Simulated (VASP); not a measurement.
**W16C: single point with PBE**

W16C, a slab with vacuum:

```
CELL_PARAMETERS angstrom
6.36740 0.00000 0.00000
0.00000 6.36740 0.00000
0.00000 0.00000 20.14258
ATOMIC_POSITIONS crystal
W 0.25000 0.25000 0.19858
W 0.25000 0.75000 0.19858
W 0.75000 0.25000 0.19858
W 0.75000 0.75000 0.19858
W 0.00000 0.00000 0.27761
W 0.00000 0.50000 0.27761
W 0.50000 0.00000 0.27761
W 0.50000 0.50000 0.27761
W 0.25000 0.25000 0.35995
W 0.25000 0.75000 0.35995
W 0.75000 0.25000 0.35995
W 0.75000 0.75000 0.35995
W 0.00000 0.00000 0.42907
W 0.00000 0.50000 0.42907
W 0.50000 0.00000 0.42907
W 0.50000 0.50000 0.42907
C 0.00000 0.18750 0.49816
```

| Quantity | Value |
| --- | --- |
| Program | VASP 6.6.1 |
| Task | single point |
| Functional | PBE |
| Potentials or basis | VASP PAW PBE potentials, release 64 (W_sv, C) |
| Cutoff | 520 eV |
| k mesh | 4 × 4 × 1 |
| Occupations | gaussian, width 0.1 eV |
| Spin | no spin polarisation |

```json
{
  "Largest force": "3.030 eV/Å",
  "Band gap on the k mesh": "zero (bands 114 and 115 overlap by 0.35 eV)"
}
```

Forces on the atoms (eV/Å):
```
W    0.048 -0.016  2.117
W   -0.015 -0.028  2.095
W   -0.048 -0.016  2.117
W    0.015 -0.028  2.095
W    0.000  0.108 -2.423
W    0.000 -0.068 -2.155
W    0.000  0.116 -2.130
W    0.000  0.045 -2.130
W    0.851  0.368 -0.642
W    1.011 -0.390 -0.279
W   -0.851  0.368 -0.642
W   -1.011 -0.390 -0.279
W    0.000 -0.581  0.541
W    0.000 -2.284  1.991
W    0.000 -0.042  0.038
W    0.000 -0.097 -0.420
C    0.000  2.933  0.108
```

Levels at points of the mesh, in eV from the Fermi level:
```tsv
k point	band 112	band 113	band 114	band 115	band 116	band 117	band 118	band 119
(0.00, 0.00, 0.00)	-0.19	0.15	0.26	0.42	0.70	0.80	0.91	0.93
(0.50, 0.00, 0.00)	-0.18	-0.14	-0.13	-0.03	0.04	0.43	0.70	0.77
(0.00, 0.50, 0.00)	-0.14	-0.13	-0.05	-0.03	0.16	0.19	0.71	0.77
(0.50, 0.50, 0.00)	-0.37	-0.13	-0.05	-0.04	-0.04	-0.01	0.23	0.36
```

It took 64 min on 1 thread of Oxide Virtual Turin-like Processor (shared host), peak memory 0.99 GiB.

Caveat: spin-orbit coupling is left out, which moves the levels of the heavy elements.
